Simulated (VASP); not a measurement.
BN: single point with PBE+D3(BJ)

The system is BN.

```
B N
1.0
     1.35330    0.78133    3.42668
    -1.35330    0.78133    3.42668
     0.00000   -1.56266    3.42668
B N
1 1
Cartesian
  0.0000 0.0000 10.2769
  0.0000 0.0000 3.4205
```

This cell differs from its parent crystal: strain +0.080 along x and y, +0.040 along z.

```json
{
 "Program": "VASP 6.6.1",
 "Task": "single point",
 "Functional": "PBE",
 "Dispersion": "D3(BJ)",
 "Potentials or basis": "VASP PAW PBE potentials, release 64 (B, N)",
 "Cutoff": "520 eV",
 "k mesh": "12 × 12 × 12",
 "Occupations": "gaussian, width 0.05 eV",
 "Spin": "no spin polarisation",
 "Dipole correction": "no",
 "Further INCAR settings": "ALGO = Normal; EDIFF = 1e-07; NBANDS = 11"
}
```

```json
{
  "Pressure": "-38.1 GPa",
  "Band gap on the k mesh": "3.83 eV, indirect (least direct gap 4.10 eV)",
  "Dispersion energy per atom": "-0.116 eV"
}
```

Stress tensor (GPa, compression positive):
```
-56.82   0.00   0.00
  0.00 -56.82   0.00
  0.00   0.00  -0.63
```

Levels at points of the mesh, in eV from the valence-band top:
```
           k point  band 1  band 2  band 3  band 4  band 5  band 6  band 7  band 8
(0.00, 0.00, 0.00)  -16.45   -3.09   -1.50   -1.50    4.74    9.82    9.82   10.56
(0.50, 0.00, 0.00)  -13.94   -8.05   -3.71   -0.40    4.70    7.67   11.85   14.00
(0.50, 0.50, 0.00)  -13.87   -7.91   -3.78   -0.97    3.83    7.56   12.92   15.71
(0.50, 0.50, 0.50)  -16.21   -5.02   -1.52   -1.52    8.41    8.92    9.74    9.74
```

Run time: 35 s on 1 thread of Intel Xeon 6975P-C, with other jobs on the host, peak memory 0.19 GiB.

Caveat: the cell differs from its parent crystal (strain +0.080 along x and y, +0.040 along z). A k mesh can miss the band edges.
